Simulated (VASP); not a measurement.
A run of VASP 6.6.1:

The input POSCAR:

```
AlPt
1.0
    3.0915460000      0.0000000000      0.0000000000
    0.0000000000      3.0915460000      0.0000000000
    0.0000000000      0.0000000000      3.0915460000
Al Pt
1 1
Direct
    0.0000000000      0.0000000000      0.0000000000
    0.5000000000      0.5000000000      0.5000000000
```

INCAR.step1

```
ALGO = Normal
EDIFF = 1E-4
ENCUT = 520
GGA = PE
ISMEAR = 1
LASPH = True
LCHARG = False
LREAL = False
LWAVE = True
NBANDS = 14
NELM = 100
PREC = Accurate
SIGMA = 0.1
```

Contents of INCAR.step2:

```
ALGO = Normal
EDIFF = 1E-6
ENCUT = 520
ISIF = 2
ISMEAR = 1
ISTART = 1
LASPH = True
LCHARG = True
LELF = True
LMIXTAU = True
LREAL = False
LVHAR = True
LWAVE = False
METAGGA = R2SCAN
NBANDS = 14
NELM = 100
PREC = Accurate
SIGMA = 0.1
```

KPOINTS

```
k-points
0
Gamma
  9 9 9
```

Potentials or basis: VASP PAW PBE potentials, release 64 (Al, Pt).

Command:

```console
$ cat potpaw_PBE.64/Al/POTCAR potpaw_PBE.64/Pt/POTCAR > POTCAR
$ cp INCAR.step1 INCAR
$ mpirun -np 1 vasp_std > vasp.out
$ cp INCAR.step2 INCAR
$ mpirun -np 1 vasp_std > vasp.out
```

Hardware: 1 thread of Intel(R) Xeon(R) Platinum 8175M CPU @ 2.50GHz (Skylake/Cascade Lake), on a shared host.

Problem. Estimate the wall time of this run.

Solution. Wall time 39 s on 1 thread of Intel(R) Xeon(R) Platinum 8175M CPU @ 2.50GHz (Skylake/Cascade Lake), with other jobs on the host, peak memory 0.15 GiB. Counts: k points 35.
